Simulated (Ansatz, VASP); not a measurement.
# Two plane-wave programs on Al

The input INCAR:

```
ALGO = Normal ; EDIFF = 1E-8
ENCUT = 520 ; GGA = PE
ISIF = 2 ; ISMEAR = -1
LASPH = True ; LCHARG = False
LEFG = True ; LREAL = False
LWAVE = False ; NBANDS = 8
NELM = 80 ; PREC = Accurate
SIGMA = 0.05
```

KPOINTS

```
k-points
0
Gamma
  14 14 14
```

Contents of POSCAR:

```
Al
1.0
    0.0000000000      2.0239800000      2.0846994000
    2.0239800000      0.0000000000      2.0846994000
    2.0239800000      2.0239800000      0.0000000000
Al
1
Direct
    0.0000000000      0.0000000000      0.0000000000
```

Input for Ansatz:

```yaml
crystal:
  lattice:
    - [0.0, 2.02398, 2.0846994]
    - [2.02398, 0.0, 2.0846994]
    - [2.02398, 2.02398, 0.0]
  atoms:
    - { symbol: Al, position: [0.0, 0.0, 0.0] }
kpoints:
  mp_grid: { grid: [14, 14, 14] }
scf:
  occupations: { method: fermi_dirac, width: 0.05 }
hamiltonian:
  xc: pbe
  pseudopotentials: { kind: paw }
output:
  forces: true
  stress: true
  eigenvalues: true
  efg: { contact_densities: true }
  write_density: true
  write_potential: true
  elf: true
  volumetric_format: npy
```

Change from the starting cell: zz strain of +3 %, PAW files.

Alike in both runs: task electric field gradients; functional PBE; k mesh 14 × 14 × 14; occupations fermi-dirac, width 0.05 eV; no spin polarisation.

|  | VASP | Ansatz |
| --- | --- | --- |
| version | VASP 6.6.1 | Ansatz 0.2.0 |
| potentials or method | VASP PAW PBE potentials, release 64 (Al) | PAW with Ansatz's default frozen-core files, scalar-relativistic |
| plane-wave cutoff (eV) | 520 | 420 |
| valence electrons in the cell | 3 | 3 |

Ansatz gave:

| Property | Result |
| --- | --- |
| pressure (GPa) | -2.5 |
| traceless stress, the component that is largest in VASP (GPa) | -0.27 |
| size of Vzz on the site where it differs most (V/Å²) | 1.2 |

Problem. Which values does VASP return?

Solution. Pressure (GPa): -2.5; traceless stress, the component that is largest in VASP (GPa): -0.27; size of Vzz on the site where it differs most (V/Å²): 1.3.

With one functional, cell and mesh, what is left measures potentials, basis and numerics.
